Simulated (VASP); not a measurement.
# Be (Im-3m) in VASP: a series of runs

Runs on Be. Level: PBEsol. Tasks: single point.

Everything below comes from runs of VASP 6.6.1. Logs are shortened: lines on timing, memory, paths and dates and some standing lists are left out, and cuts for length are marked.

## (1) The cell of the first run

The structure is cubic, space group Im-3m (No. 229). Conventional cell: a = 1.859 Å, b = 1.859 Å, c = 1.859 Å, α = 90.00°, β = 90.00°, γ = 90.00°. Be (site symmetry m-3m) has 14 Be at 1.61 to 1.86 Å within 2.1 Å.

## (2) Single point, PBEsol

The input, INCAR:

```
ALGO = Normal
EDIFF = 1E-6
ENCUT = 520
GGA = PS
ISIF = 2
ISMEAR = -1
LASPH = T
LCHARG = T
LELF = T
LREAL = F
LVHAR = T
LWAVE = F
NBANDS = 7
NELM = 60
PREC = Accurate
SIGMA = 0.05
```

The input, KPOINTS:

```
k-points
0
Gamma
  29 29 29
```

The input, POSCAR:

```
Be
1.0
   -0.9294872570      0.9294872570      0.9294872570
    0.9294872570     -0.9294872570      0.9294872570
    0.9294872570      0.9294872570     -0.9294872570
Be
1
Direct
    0.0000000000      0.0000000000      0.0000000000
```

Potentials or basis: VASP PAW PBE potentials, release 64 (Be).

On the command line:

```
$ cat potpaw_PBE.64/Be/POTCAR > POTCAR
$ mpirun -np 1 vasp_std > vasp.out
```

OUTCAR:

```text
EDIFF = 1E-6
   ENCUT = 520
   GGA = PS
   ISIF = 2
   ISMEAR = -1
   LASPH = T
   LREAL = F
   NELM = 60
   PREC = Accurate

 ion  position               nearest neighbor table
   1  0.000  0.000  0.000-

  LATTYP: Found a body centered cubic cell.
 ALAT       =     1.8589745140

  Lattice vectors:

 A1 = (  -0.9294872570,   0.9294872570,   0.9294872570)
 A2 = (   0.9294872570,  -0.9294872570,   0.9294872570)
 A3 = (   0.9294872570,   0.9294872570,  -0.9294872570)

Analysis of symmetry for initial positions (statically):
=====================================================================
 Subroutine PRICEL returns:
 Original cell was already a primitive cell.

 Routine SETGRP: Setting up the symmetry group for a
 body centered cubic supercell.

 Subroutine GETGRP returns: Found 48 space group operations
 (whereof 48 operations were pure point group operations)
 out of a pool of 48 trial point group operations.

The static configuration has the point symmetry O_h .

Analysis of symmetry for dynamics (positions and initial velocities):
=====================================================================
 Subroutine PRICEL returns:
 Original cell was already a primitive cell.

 Routine SETGRP: Setting up the symmetry group for a
 body centered cubic supercell.

 Subroutine GETGRP returns: Found 48 space group operations
 (whereof 48 operations were pure point group operations)
 out of a pool of 48 trial point group operations.

The dynamic configuration has the point symmetry O_h .

 Subroutine INISYM returns: Found 48 space group operations
 (whereof 48 operations are pure point group operations),
 and found     1 'primitive' translations

----------------------------------------------------------------------------------------

                                     Primitive cell

  volume of cell :       3.2121

  direct lattice vectors                    reciprocal lattice vectors
    -0.929487257  0.929487257  0.929487257     0.000000000  0.537930990  0.537930990
     0.929487257 -0.929487257  0.929487257     0.537930990  0.000000000  0.537930990
     0.929487257  0.929487257 -0.929487257     0.537930990  0.537930990  0.000000000

  length of vectors
     1.609919154  1.609919154  1.609919154     0.760749301  0.760749301  0.760749301

  position of ions in fractional coordinates (direct lattice)
[... 75 lines left out ...]
   ENCUT  =  520.0 eV  38.22 Ry    6.18 a.u.   2.99  2.99  2.99*2*pi/ulx,y,z
   NELM   =     60;   NELMIN=  2; NELMDL= -5     # of ELM steps
   EDIFF  = 0.1E-05   stopping-criterion for ELM
   LREAL  =      F    real-space projection
   EDIFFG = 0.1E-04   stopping-criterion for IOM
   NSW    =      0    number of steps for IOM
   IBRION =     -1    ionic relax: 0-MD 1-quasi-New 2-CG
   NFREE  =      0    steps in history (QN), initial steepest desc. (CG)
   ISIF   =      2    stress and relaxation
   ISYM   =      2    0-nonsym 1-usesym 2-fastsym
   POTIM  = 0.5000    time-step for ionic-motion
   TEBEG  =    0.0;   TEEND  =   0.0 temperature during run
   PSTRESS=    0.0 pullay stress
   NELECT =       2.0000    total number of electrons
   NUPDOWN=      -1.0000    fix difference up-down
   EMIN   =  10.00;   EMAX   =-10.00  energy-range for DOS
   EFERMI =   0.00;   METHOD = LEGACY
   ISMEAR =    -1;   SIGMA  =   0.05  broadening in eV -4-tet -1-fermi 0-gaus
   EFERMI_NEDOS =   21; number of points for ismear=-14 and -15
   IALGO  =     38    algorithm
   IMIX   =      4    mixing-type and parameters
     AMIX     =   0.40;   BMIX     =  1.00
     AMIX_MAG =   1.60;   BMIX_MAG =  1.00
  volume/ion in A,a.u.               =       3.21        21.68
  Fermi-wavevector in a.u.,A,eV,Ry     =   1.397938  2.641721 26.588940  1.954232
  Thomas-Fermi vector in A             =   2.521146
   LORBIT       =      0    0 simple, 1 ext, 2 COOP (PROOUT), +10 PAW based schemes
   GGA     = PS    functional components
   LHFCALC =     F    Hartree Fock is set to
   AEXX    =    0.0000 exact exchange contribution
   IVDW    =     0    specifies the selected vdW correction
   LEPSILON=     F    determine dielectric tensor
   LRPA    =     F    only Hartree local field effects (RPA)
 non-spin polarized calculation
  energy-cutoff  :      520.00
  volume of cell :        3.21
 maximum number of plane-waves:        96
   NGX =  5   NGY =  5   NGZ =  5

 number of electron       2.0000000 magnetization

 Free energy of the ion-electron system (eV)
  ---------------------------------------------------
  ext. energy  EPLUGINS =         0.00000000
  ---------------------------------------------------
  free energy    TOTEN  =        -0.39538624 eV

  energy without entropy =       -0.39485742  energy(sigma->0) =       -0.39512183

 E-fermi :  18.4207     XC(G=0): -14.0045

 val. band max:       18.3758759957   @ k =  -0.4483  -0.4828   0.3103
 cond. band min:      18.4601704479   @ k =   0.3103   0.2414   0.1379
 fundamental gap:      0.0842944522
 Fermi energy:        18.4206661219

 k-point     1 :       0.0000    0.0000    0.0000
  band No.  band energies     occupation
      1       1.4425      2.00000
      2      57.8108      0.00000
      3      57.8108      0.00000
      4      57.8108      0.00000
      5      73.6152      0.00000
      6      73.6152      0.00000
      7      73.6152      0.00000
[... 221 lines left out ...]
 k-point    24 :       0.3103    0.0345    0.0000
  band No.  band energies     occupation
      1       5.3297      2.00000
      2      31.7865      0.00000
      3      45.2019      0.00000
      4      49.3052      0.00000
      5      57.9682      0.00000
      6      68.1643      0.00000
      7      78.4472      0.00000

 [... further k-points ...]

------------------------ aborting loop because EDIFF is reached ----------------------------------------

  FORCE on cell =-STRESS in cart. coord.  units (eV):
  Direction    XX          YY          ZZ          XY          YZ          ZX
  --------------------------------------------------------------------------------------
  -------------------------------------------------------------------------------------
  Total        9.5451660      9.5451660      9.5451660     -0.0000000     -0.0000000      0.0000000
  in kB     4761.0611192   4761.0611192   4761.0611192     -0.0000000     -0.0000000      0.0000000
  external PRESSURE =    4761.0611192 kB  Pullay stress =       0.0000000 kB

 VOLUME and BASIS-vectors are now :
 -----------------------------------------------------------------------------
  energy-cutoff  :      520.00
  volume of cell :        3.21
      direct lattice vectors                 reciprocal lattice vectors
    -0.929487257  0.929487257  0.929487257     0.000000000  0.537930990  0.537930990
     0.929487257 -0.929487257  0.929487257     0.537930990  0.000000000  0.537930990
     0.929487257  0.929487257 -0.929487257     0.537930990  0.537930990  0.000000000

 POSITION                                       TOTAL-FORCE (eV/Angst)
 -----------------------------------------------------------------------------------
      0.00000      0.00000      0.00000         0.000000     -0.000000     -0.000000
 -----------------------------------------------------------------------------------
    total drift:                                0.000000      0.000000     -0.000000

  FREE ENERGIE OF THE ION-ELECTRON SYSTEM (eV)
  ---------------------------------------------------
  free  energy   TOTEN  =        -0.3953862367 eV

  energy  without entropy=       -0.3948574159  energy(sigma->0) =       -0.39512183
```

stdout:

```text
POSCAR found type information on POSCAR Be
 POSCAR found :  1 types and       1 ions
 scaLAPACK will be used
 -----------------------------------------------------------------------------
|                                                                             |
|                                                                             |
|     You enforced a specific xc type in the INCAR file but a different       |
|     I HOPE YOU KNOW WHAT YOU ARE DOING!                                     |
|                                                                             |
 -----------------------------------------------------------------------------

 LDA part: xc-table for (Slater+PW92), standard interpolation
 POSCAR, INCAR and KPOINTS ok, starting setup
 FFT: planning ... GRIDC
 FFT: planning ... GRID_SOFT
 FFT: planning ... GRID
 WAVECAR not read
 entering main loop
```

Wall time 8 s (1 thread of AMD EPYC 7R13 (Zen 3), shared host); peak memory 0.08 GiB.

Results:

* Free energy: -0.3954 eV
* Pressure: 476.1 GPa
* Band gap on the k mesh: zero (band 1 reaches 25.72 eV, above the bottom of band 2 at 15.59 eV)

Caveat: the PAW data sets were made with another functional, which shifts forces and pressure a little.

## (3) Single point, PBEsol

The input, INCAR:

```
  PREC = Accurate
  ENCUT = 520
  EDIFF = 1E-6
  ISMEAR = -1
  SIGMA = 0.05
  LREAL = False
  LASPH = True
  NELM = 60
  ALGO = Normal
  ISIF = 2
  LWAVE = False
  LCHARG = True
  GGA = PS
  LELF = True
  LVHAR = True
  NBANDS = 7
```

The input, KPOINTS:

```
regular mesh
0
Gamma
  29 29 29
```

The input, POSCAR:

```
Be
1.0
   -0.9291500440      0.9291500440      0.9291500440
    0.9291500440     -0.9291500440      0.9291500440
    0.9291500440      0.9291500440     -0.9291500440
Be
1
Direct
    0.0000000000      0.0000000000      0.0000000000
```

Potentials or basis: VASP PAW PBE potentials, release 64 (Be).

On the command line:

```
$ cat potpaw_PBE.64/Be/POTCAR > POTCAR
$ mpirun -np 1 vasp_std > vasp.out
```

It took 8.3 s on 1 thread of AMD EPYC 7R13 (Zen 3), shared host; peak memory 0.08 GiB.

Results (log left out):

| Item | Value |
| --- | --- |
| Free energy | -0.3850 eV |
| Pressure | 477.6 GPa |
| Band gap on the k mesh | zero (band 1 reaches 25.75 eV, above the bottom of band 2 at 15.61 eV) |

Levels at points of the mesh, in eV from the Fermi level:
| k point | band 1 | band 2 | band 3 | band 4 |
| --- | --- | --- | --- | --- |
| (0.00, 0.00, 0.00) | -16.98 | 39.42 | 39.42 | 39.42 |

Caveat: the PAW data sets were made with another functional, which shifts forces and pressure a little.
